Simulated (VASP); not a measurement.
GaSb:

```
Sb Ga
1.0
     0.00000    2.99655    2.99655
     2.99655    0.00000    2.99655
     2.99655    2.99655    0.00000
Sb Ga
1 1
Direct
  0.75000 0.75000 0.75000
  0.00000 0.00000 0.00000
```

Program: VASP 6.6.1. Alike in all runs: task single point; no spin polarisation; cell as given; cutoff (eV) 520; smearing fermi-dirac 0.05 eV.

Order these runs on this cell by their band gap on the k mesh, lowest first.
A. level PBE+D4; potentials or basis VASP PAW PBE potentials, release 64 (Sb, Ga_d); k mesh 8 × 8 × 8
B. level r2SCAN+rVV10; potentials or basis VASP PAW PBE potentials, release 64 (Sb, Ga_d); k mesh 8 × 8 × 8
C. level BHLYP; potentials or basis VASP PAW PBE potentials, release 64 (Sb, Ga_d); k mesh 4 × 4 × 4; grid for exact exchange (PRECFOCK) Normal
D. level LDA; potentials or basis VASP PAW LDA potentials, release 64 (Sb, Ga_d); k mesh 8 × 8 × 8

D (0.32 eV), A (0.49 eV), B (0.81 eV), C (3.67 eV).

Caveats: some runs use coarse meshes; spin-orbit coupling is left out, which moves the levels of the heavy elements.

A k mesh can miss the band edges.
